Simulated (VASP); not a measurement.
# AlAs (pbesol) (F-43m) in VASP: a series of runs

The runs below take AlAs (pbesol) through single point, relaxation of cell and atoms, with PBEsol.

Program: VASP 6.6.1. These are calculated values, not measurements. Logs are shortened: lines on timing, memory, paths and dates and some standing lists are left out, and cuts for length are marked.

**1. The cell of the first run**

It takes space group F-43m (No. 216, cubic). The conventional cell has a = 5.675 Å, b = 5.675 Å, c = 5.675 Å, α = 90.00°, β = 90.00°, γ = 90.00°. Al (site symmetry -43m) has 4 As at 2.46 Å within 3.2 Å. Within 3.2 Å of As (site symmetry -43m) lie 4 Al at 2.46 Å.

**2. Single point, PBEsol**

The input, INCAR:

```
SYSTEM = AlAs
PREC = Accurate ; ENCUT = 500
EDIFF = 1E-6 ; ISMEAR = 0
SIGMA = 0.02 ; LREAL = .False.
LASPH = .True. ; NELM = 120
ALGO = Normal ; ISIF = 2
LWAVE = .False. ; LCHARG = .True.
GGA = PS ; LELF = .True.
LVHAR = .True. ; NBANDS = 11
GGA_COMPAT = .False.
```

The input, KPOINTS:

```
Automatic mesh
0
Gamma
  8 8 8
  0 0 0
```

The input, POSCAR:

```
AlAs
1.0
    0.0000000000      2.8372981999      2.8372981999
    2.8372981999      0.0000000000      2.8372981999
    2.8372981999      2.8372981999      0.0000000000
Al As
1 1
Direct
    0.0000000000      0.0000000000      0.0000000000
    0.2500000000      0.2500000000      0.2500000000
```

Potentials or basis: VASP PAW PBE potentials, release 64 (Al, As).

Launch:

```
$ cat potpaw_PBE.64/Al/POTCAR potpaw_PBE.64/As/POTCAR > POTCAR
$ mpirun -np 1 vasp_std > vasp.out
```

OUTCAR:

```text
SYSTEM = AlAs
   PREC = Accurate
   ENCUT = 500
   EDIFF = 1E-6
   ISMEAR = 0
   LREAL = .False.
   LASPH = .True.
   NELM = 120
   ISIF = 2
   GGA = PS

 ion  position               nearest neighbor table
   1  0.000  0.000  0.000-   2 2.46   2 2.46   2 2.46   2 2.46
   2  0.250  0.250  0.250-   1 2.46   1 2.46   1 2.46   1 2.46

  LATTYP: Found a face centered cubic cell.
 ALAT       =     5.6745963998

  Lattice vectors:

 A1 = (   0.0000000000,   2.8372981999,   2.8372981999)
 A2 = (   2.8372981999,   0.0000000000,   2.8372981999)
 A3 = (   2.8372981999,   2.8372981999,   0.0000000000)

Analysis of symmetry for initial positions (statically):
=====================================================================
 Subroutine PRICEL returns:
 Original cell was already a primitive cell.

 Routine SETGRP: Setting up the symmetry group for a
 face centered cubic supercell.

 Subroutine GETGRP returns: Found 24 space group operations
 (whereof 24 operations were pure point group operations)
 out of a pool of 48 trial point group operations.

The static configuration has the point symmetry T_d .

Analysis of symmetry for dynamics (positions and initial velocities):
=====================================================================
 Subroutine PRICEL returns:
 Original cell was already a primitive cell.

 Routine SETGRP: Setting up the symmetry group for a
 face centered cubic supercell.

 Subroutine GETGRP returns: Found 24 space group operations
 (whereof 24 operations were pure point group operations)
 out of a pool of 48 trial point group operations.

The dynamic configuration has the point symmetry T_d .

 Subroutine INISYM returns: Found 24 space group operations
 (whereof 24 operations are pure point group operations),
 and found     1 'primitive' translations

----------------------------------------------------------------------------------------

                                     Primitive cell

  volume of cell :      45.6820

  direct lattice vectors                    reciprocal lattice vectors
     0.000000000  2.837298200  2.837298200    -0.176223987  0.176223987  0.176223987
     2.837298200  0.000000000  2.837298200     0.176223987 -0.176223987  0.176223987
     2.837298200  2.837298200  0.000000000     0.176223987  0.176223987 -0.176223987

  length of vectors
     4.012545595  4.012545595  4.012545595     0.305228898  0.305228898  0.305228898

  position of ions in fractional coordinates (direct lattice)
     0.000000000  0.000000000  0.000000000
     0.250000000  0.250000000  0.250000000

  ion indices of the primitive-cell ions
   primitive index   ion index
                 1           1
                 2           2

----------------------------------------------------------------------------------------

 KPOINTS: Automatic mesh

Automatic generation of k-mesh.
 Grid dimensions read from file:
 generate k-points for:    8    8    8

 Generating k-lattice:

  Cartesian coordinates                     Fractional coordinates (reciprocal lattice)
    -0.022027998  0.022027998  0.022027998     0.125000000  0.000000000  0.000000000
     0.022027998 -0.022027998  0.022027998     0.000000000  0.125000000  0.000000000
     0.022027998  0.022027998 -0.022027998     0.000000000  0.000000000  0.125000000

  Length of vectors
     0.038153612  0.038153612  0.038153612

  Shift w.r.t. Gamma in fractional coordinates (k-lattice)
     0.000000000  0.000000000  0.000000000

 Subroutine IBZKPT returns following result:
 ===========================================

 Found     29 irreducible k-points:

 Following reciprocal coordinates:
            Coordinates               Weight
  0.000000  0.000000  0.000000      1.000000
  0.125000  0.000000  0.000000      8.000000
  0.250000  0.000000  0.000000      8.000000
  0.375000  0.000000  0.000000      8.000000
  0.500000  0.000000  0.000000      4.000000
  0.125000  0.125000  0.000000      6.000000
[... 16 lines left out ...]
  0.500000  0.250000  0.125000     48.000000
 -0.375000  0.250000  0.125000     24.000000
 [... further k-points ...]
   k-points           NKPTS =     29   k-points in BZ     NKDIM =     29   number of bands    NBANDS=     11
   number of dos      NEDOS =    301   number of ions     NIONS =      2
   total plane-waves  NPLWV =  27000
   dimension x,y,z NGX =    30 NGY =   30 NGZ =   30
   dimension x,y,z NGXF=    60 NGYF=   60 NGZF=   60
   ions per type =               1   1
   NGX,Y,Z   is equivalent  to a cutoff of  12.43, 12.43, 12.43 a.u.
   NGXF,Y,Z  is equivalent  to a cutoff of  24.86, 24.86, 24.86 a.u.
 SYSTEM =  AlAs
   PREC   = accura    normal or accurate (medium, high low for compatibility)
   ISTART =      0    job   : 0-new  1-cont  2-samecut
   ICHARG =      2    charge: 1-file 2-atom 10-const
   ISPIN  =      1    spin polarized calculation?
   LNONCOLLINEAR =      F non collinear calculations
   LSORBIT =      F    spin-orbit coupling
   LASPH  =      T    aspherical Exc in radial PAW
   ENCUT  =  500.0 eV  36.75 Ry    6.06 a.u.   7.32  7.32  7.32*2*pi/ulx,y,z
   NELM   =    120;   NELMIN=  2; NELMDL= -5     # of ELM steps
   EDIFF  = 0.1E-05   stopping-criterion for ELM
   LREAL  =      F    real-space projection
   EDIFFG = 0.1E-04   stopping-criterion for IOM
   NSW    =      0    number of steps for IOM
   IBRION =     -1    ionic relax: 0-MD 1-quasi-New 2-CG
   NFREE  =      0    steps in history (QN), initial steepest desc. (CG)
   ISIF   =      2    stress and relaxation
   ISYM   =      2    0-nonsym 1-usesym 2-fastsym
   POTIM  = 0.5000    time-step for ionic-motion
   TEBEG  =    0.0;   TEEND  =   0.0 temperature during run
   PSTRESS=    0.0 pullay stress
   NELECT =       8.0000    total number of electrons
   NUPDOWN=      -1.0000    fix difference up-down
   EMIN   =  10.00;   EMAX   =-10.00  energy-range for DOS
   EFERMI =   0.00;   METHOD = LEGACY
   ISMEAR =     0;   SIGMA  =   0.02  broadening in eV -4-tet -1-fermi 0-gaus
   EFERMI_NEDOS =   21; number of points for ismear=-14 and -15
   IALGO  =     38    algorithm
   IMIX   =      4    mixing-type and parameters
     AMIX     =   0.40;   BMIX     =  1.00
     AMIX_MAG =   1.60;   BMIX_MAG =  1.00
  volume/ion in A,a.u.               =      22.84       154.14
  Fermi-wavevector in a.u.,A,eV,Ry     =   0.915918  1.730834 11.414002  0.838905
  Thomas-Fermi vector in A             =   2.040714
   LORBIT       =      0    0 simple, 1 ext, 2 COOP (PROOUT), +10 PAW based schemes
   GGA     = PS    functional components
   LHFCALC =     F    Hartree Fock is set to
   AEXX    =    0.0000 exact exchange contribution
   IVDW    =     0    specifies the selected vdW correction
   LEPSILON=     F    determine dielectric tensor
   LRPA    =     F    only Hartree local field effects (RPA)
 non-spin polarized calculation
 Gauss-broadening in eV      SIGMA  =   0.02
  energy-cutoff  :      500.00
  volume of cell :       45.68
 maximum number of plane-waves:      1211
 NGX is ok and might be reduce to    30
   NGX = 15   NGY = 15   NGZ = 15

 number of electron       8.0000000 magnetization

 Free energy of the ion-electron system (eV)
  ---------------------------------------------------
  ext. energy  EPLUGINS =         0.00000000
  ---------------------------------------------------
  free energy    TOTEN  =       -10.06468240 eV

  energy without entropy =      -10.06468240  energy(sigma->0) =      -10.06468240

 E-fermi :   3.8261     XC(G=0):  -9.1675

 val. band max:        3.7403315261   @ k =   0.0000   0.0000   0.0000
 cond. band min:       5.0718446446   @ k =   0.5000   0.5000   0.0000
 fundamental gap:      1.3315131185
 Fermi energy:         3.8261094926

 k-point     1 :       0.0000    0.0000    0.0000
  band No.  band energies     occupation
      1      -8.1058      2.00000
      2       3.7403      2.00000
      3       3.7403      2.00000
      4       3.7403      2.00000
      5       5.6632      0.00000
      6       7.9909      0.00000
      7       7.9909      0.00000
      8       7.9909      0.00000
      9      12.4112      0.00000
     10      12.7162      0.00000
     11      12.7162      0.00000

 k-point     2 :       0.1250    0.0000    0.0000
  band No.  band energies     occupation
      1      -7.9538      2.00000
      2       2.2971      2.00000
      3       3.5798      2.00000
      4       3.5798      2.00000
      5       6.4351      0.00000
      6       8.2715      0.00000
      7       8.2715      0.00000
      8       8.3693      0.00000
      9      12.0914      0.00000
     10      12.0914      0.00000
     11      13.1410      0.00000

 k-point     3 :       0.2500    0.0000    0.0000
  band No.  band energies     occupation
      1      -7.5320      2.00000
      2       0.3436      2.00000
      3       3.2635      2.00000
      4       3.2635      2.00000
      5       6.2682      0.00000
      6       8.6066      0.00000
      7       8.6066      0.00000
      8      10.0772      0.00000
      9      11.9806      0.00000
     10      11.9806      0.00000
     11      12.9481      0.00000

 k-point     4 :       0.3750    0.0000    0.0000
  band No.  band energies     occupation
      1      -6.9866      2.00000
      2      -1.1979      2.00000
      3       3.0112      2.00000
      4       3.0112      2.00000
      5       5.9241      0.00000
      6       8.4850      0.00000
      7       8.4850      0.00000
      8      11.2846      0.00000
      9      13.2757      0.00000
     10      13.2757      0.00000
     11      13.3112      0.00000

 k-point     5 :       0.5000    0.0000    0.0000
  band No.  band energies     occupation
      1      -6.6953      2.00000
      2      -1.8303      2.00000
      3       2.9196      2.00000
      4       2.9196      2.00000
      5       5.7943      0.00000
      6       8.3663      0.00000
      7       8.3663      0.00000
      8      11.3042      0.00000
      9      14.7420      0.00000
     10      15.2108      0.00000
     11      15.2108      0.00000
[... 211 lines left out ...]
 k-point    21 :       0.5000    0.5000    0.0000
  band No.  band energies     occupation
      1      -6.1515      2.00000
      2      -1.6775      2.00000
      3       1.5703      2.00000
      4       1.5703      2.00000
      5       5.0718      0.00000
      6       5.9569      0.00000
      7      13.9662      0.00000
      8      13.9662      0.00000
      9      15.3292      0.00000
     10      16.2446      0.00000
     11      16.2446      0.00000

 k-point    22 :       0.3750    0.2500    0.1250
  band No.  band energies     occupation
      1      -7.1793      2.00000
      2      -0.0301      2.00000
      3       1.7818      2.00000
      4       2.7647      2.00000
      5       7.2628      0.00000
      6       7.9381      0.00000
      7       8.9576      0.00000
      8      10.2080      0.00000
      9      11.8296      0.00000
     10      14.0819      0.00000
     11      15.6341      0.00000

 k-point    23 :       0.5000    0.2500    0.1250
  band No.  band energies     occupation
      1      -6.6888      2.00000
      2      -1.0375      2.00000
      3       1.1937      2.00000
      4       2.3815      2.00000
      5       7.3437      0.00000
      6       8.1195      0.00000
      7       9.4451      0.00000
      8      10.5366      0.00000
      9      12.9840      0.00000
     10      14.1874      0.00000
     11      15.7671      0.00000

 k-point    24 :      -0.3750    0.2500    0.1250
  band No.  band energies     occupation
      1      -6.4354      2.00000
      2      -1.5150      2.00000
      3       1.0420      2.00000
      4       2.1979      2.00000
      5       7.3347      0.00000
      6       7.8967      0.00000
      7      10.3547      0.00000
      8      11.2855      0.00000
      9      12.0075      0.00000
     10      14.6284      0.00000
     11      15.8928      0.00000

 [... further k-points ...]
[... 5 lines left out ...]
  --------------------------------------------------------------------------------------
  -------------------------------------------------------------------------------------
  Total        0.0778750      0.0778750      0.0778750      0.0000000     -0.0000000      0.0000000
  in kB        2.7312657      2.7312657      2.7312657      0.0000000     -0.0000000      0.0000000
  external PRESSURE =       2.7312657 kB  Pullay stress =       0.0000000 kB

 VOLUME and BASIS-vectors are now :
 -----------------------------------------------------------------------------
  energy-cutoff  :      500.00
  volume of cell :       45.68
      direct lattice vectors                 reciprocal lattice vectors
     0.000000000  2.837298200  2.837298200    -0.176223987  0.176223987  0.176223987
     2.837298200  0.000000000  2.837298200     0.176223987 -0.176223987  0.176223987
     2.837298200  2.837298200  0.000000000     0.176223987  0.176223987 -0.176223987

 POSITION                                       TOTAL-FORCE (eV/Angst)
 -----------------------------------------------------------------------------------
      0.00000      0.00000      0.00000        -0.000000      0.000000     -0.000000
      1.41865      1.41865      1.41865         0.000000     -0.000000      0.000000
 -----------------------------------------------------------------------------------
    total drift:                                0.000000      0.000000      0.000000

  FREE ENERGIE OF THE ION-ELECTRON SYSTEM (eV)
  ---------------------------------------------------
  free  energy   TOTEN  =       -10.0646824014 eV

  energy  without entropy=      -10.0646824014  energy(sigma->0) =      -10.06468240
```

Run time: 31 s. Hardware: 1 thread of AMD EPYC 7R13, shared host; peak memory 0.14 GiB.

Results:

| Quantity | Value |
| --- | --- |
| Free energy | -10.0647 eV |
| Pressure | 0.3 GPa |
| Band gap on the k mesh | 1.33 eV, indirect (least direct gap 1.92 eV) |

Caveat: the PAW data sets were made with another functional, which shifts forces and pressure a little. A k mesh can miss the band edges.

**3. Relaxation of cell and atoms, PBEsol**

This run uses another cell than the first one, of 22.67 Å³/atom, 0.993 times its volume.

The input, INCAR:

```
SYSTEM = AlAs
ALGO = Normal ; EDIFF = 1E-7
EDIFFG = -0.002 ; ENCUT = 500
GGA = PS ; GGA_COMPAT = .False.
IBRION = 2 ; ISIF = 3
ISMEAR = 0 ; LASPH = .True.
LCHARG = .False. ; LREAL = .False.
LWAVE = .False. ; NELM = 120
NELMIN = 4 ; NSW = 100
PREC = Accurate ; SIGMA = 0.02
```

The input, KPOINTS:

```
k-points
0
Gamma
  8 8 8
  0 0 0
```

The input, POSCAR:

```
AlAs
1.0
    0.0000000000      2.8304000000      2.8304000000
    2.8304000000      0.0000000000      2.8304000000
    2.8304000000      2.8304000000      0.0000000000
Al As
1 1
Direct
    0.0000000000      0.0000000000      0.0000000000
    0.2500000000      0.2500000000      0.2500000000
```

Potentials or basis: VASP PAW PBE potentials, release 64 (Al, As).

Launch:

```
$ cat potpaw_PBE.64/Al/POTCAR potpaw_PBE.64/As/POTCAR > POTCAR
$ mpirun -np 1 vasp_std > vasp.out
```

OUTCAR:

```text
SYSTEM = AlAs
   EDIFF = 1E-7
   EDIFFG = -0.002
   ENCUT = 500
   GGA = PS
   IBRION = 2
   ISIF = 3
   ISMEAR = 0
   LASPH = .True.
   LREAL = .False.
   NELM = 120
   NELMIN = 4
   NSW = 100
   PREC = Accurate

 ion  position               nearest neighbor table
   1  0.000  0.000  0.000-   2 2.45   2 2.45   2 2.45   2 2.45
   2  0.250  0.250  0.250-   1 2.45   1 2.45   1 2.45   1 2.45

  LATTYP: Found a face centered cubic cell.
 ALAT       =     5.6608000000

  Lattice vectors:

 A1 = (   0.0000000000,   2.8304000000,   2.8304000000)
 A2 = (   2.8304000000,   0.0000000000,   2.8304000000)
 A3 = (   2.8304000000,   2.8304000000,   0.0000000000)

Analysis of symmetry for initial positions (statically):
=====================================================================
[... 253 lines left out ...]

  energy without entropy =      -10.06481396  energy(sigma->0) =      -10.06481396

 E-fermi :   3.7930     XC(G=0):  -9.1531

 val. band max:        3.7087921293   @ k =   0.0000   0.0000   0.0000
 cond. band min:       5.0468831292   @ k =   0.5000   0.5000   0.0000
 fundamental gap:      1.3380909999
 Fermi energy:         3.7930400491

 k-point     1 :       0.0000    0.0000    0.0000
  band No.  band energies     occupation
      1      -8.1166      2.00000
      2       3.7088      2.00000
      3       3.7088      2.00000
      4       3.7088      2.00000
      5       5.6027      0.00000
      6       7.9531      0.00000
      7       7.9531      0.00000
      8       7.9531      0.00000
[... 243 lines left out ...]
 k-point    24 :      -0.3750    0.2500    0.1250
  band No.  band energies     occupation
      1      -6.4565      2.00000
      2      -1.5326      2.00000
      3       1.0199      2.00000
      4       2.1727      2.00000
      5       7.2945      0.00000
      6       7.8612      0.00000
      7      10.3084      0.00000
      8      11.2391      0.00000

 [... further k-points ...]
[... 5 lines left out ...]
  --------------------------------------------------------------------------------------
  -------------------------------------------------------------------------------------
  Total        0.0012851      0.0012851      0.0012851      0.0000000     -0.0000000      0.0000000
  in kB        0.0449040      0.0449040      0.0449040      0.0000000     -0.0000000      0.0000000
  external PRESSURE =       0.0449040 kB  Pullay stress =       0.0000000 kB
[... 17 lines left out ...]
  FREE ENERGIE OF THE ION-ELECTRON SYSTEM (eV)
  ---------------------------------------------------
  free  energy   TOTEN  =       -10.0648139641 eV

  energy  without entropy=      -10.0648139641  energy(sigma->0) =      -10.06481396

 reached required accuracy - stopping structural energy minimisation
```

Wall time 48 s (1 thread of AMD EPYC 7R13, shared host); peak memory 0.14 GiB.

What came out:

```yaml
Free_energy: -10.0648 eV
Relaxed_volume: 22.93 Å³/atom
Relaxed_cell: a = 4.018 Å, b = 4.018 Å, c = 4.018 Å, α = 60.00°, β = 60.00°, γ = 60.00°
Space_group_after_relaxing_to_0.05_Å: F-43m (No. 216)
Energy_gained_by_relaxing: 0.6 meV/atom
Ionic_steps: 3
Pressure_after_relaxing: 0.0 GPa
Band_gap_on_the_k_mesh: 1.34 eV, indirect (least direct gap 1.89 eV)
```

The path:
| step | energy change (eV) | largest force (eV/Å) | pressure (GPa) | volume (Å³) |
| --- | --- | --- | --- | --- |
| 1 | 0.0000 | 0.0000 | 0.82 | 45.35 |
| 2 | -0.0009 | 0.0000 | -0.41 | 46.11 |
| 3 | -0.0013 | 0.0000 | 0.00 | 45.85 |

Final structure:
```xyz
2
Lattice="0.0000 2.8408 2.8408 2.8408 0.0000 2.8408 2.8408 2.8408 0.0000" Properties=species:S:1:pos:R:3 pbc="T T T"
Al    0.0000    0.0000    0.0000
As    1.4204    1.4204    1.4204
```

Caveat: the PAW data sets were made with another functional, which shifts forces and pressure a little. Zero-point motion and thermal expansion aren't in these numbers.
